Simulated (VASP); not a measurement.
Be2Te:

```
Be Te
1.0
     1.49570    0.86354    5.79113
    -1.49570    0.86354    5.79113
     0.00000   -1.72709    5.79113
Be Te
2 1
Direct
  0.74840 0.74840 0.74840
  0.58490 0.58490 0.58490
  0.00000 0.00000 0.00000
```

```yaml
Program: VASP 6.6.1
Task: relaxation of cell and atoms
Functional: PBE
Potentials_or_basis: VASP PAW PBE potentials, release 64 (Be, Te)
Cutoff: 600 eV
k_mesh: 6 × 6 × 6
Occupations: gaussian, width 0.1 eV
Spin: no spin polarisation
```

At the start: pressure 43.6 GPa; volume 14.96 Å³/atom.

Problem. Where does the relaxation end?

Solution. Over 22 steps the energy falls by 1435.5 meV/atom and the volume is 16.77 Å³/atom (+12.1 %); space group R3m (No. 160, to 0.1 Å) before and after.

Step by step:
```
step  energy change (eV)  largest force (eV/Å)  pressure (GPa)  volume (Å³)
   1              0.0000                4.2492           43.56        44.88
   2             -2.3017                0.3613           -7.77        76.54
   3             -2.5860                0.3233           -1.89        64.34
   4             -2.5877                0.2140           -2.75        65.53
   5             -3.0487                0.2359           -2.91        64.09
   6             -3.8142                0.9941           -3.13        56.73
   7             -3.8330                1.0865           -2.85        55.41
   8             -4.0399                0.9814            0.08        50.97
   9             -4.1000                0.7259            5.76        46.49
  10             -4.1974                0.4158            4.54        47.09
  11             -4.2156                0.4711            4.02        47.46
  12             -4.2963                0.0570           -0.42        50.23
  13             -4.2967                0.0849           -0.72        50.47
  14             -4.3012                0.0978           -0.18        50.03
  15             -4.3021                0.1066            0.19        49.75
  16             -4.3031                0.0887            0.12        49.85
  17             -4.3049                0.0519           -0.06        50.12
  18             -4.3045                0.1007           -0.26        50.66
  19             -4.3053                0.0555           -0.17        50.36
  20             -4.3059                0.0463            0.16        50.18
  21             -4.3059                0.0441            0.24        50.13
  22             -4.3064                0.0171            0.07        50.32
```

Final structure:
```yaml
crystal:
  lattice:
    - [1.88718, 1.08956, 4.07856]
    - [-1.88718, 1.08956, 4.07856]
    - [0.00000, -2.17913, 4.07856]
  atoms:
    - { symbol: Be, position: [0.79213, 0.79213, 0.79213] }
    - { symbol: Be, position: [0.54525, 0.54525, 0.54525] }
    - { symbol: Te, position: [0.99592, 0.99592, 0.99592] }
```

Caveat: the k points lie up to 0.33 Å⁻¹ apart in the final cell, too coarse for converged energies and pressures of a metal; a cell axis changed by over 15 % at a fixed basis, so the end point is rough.
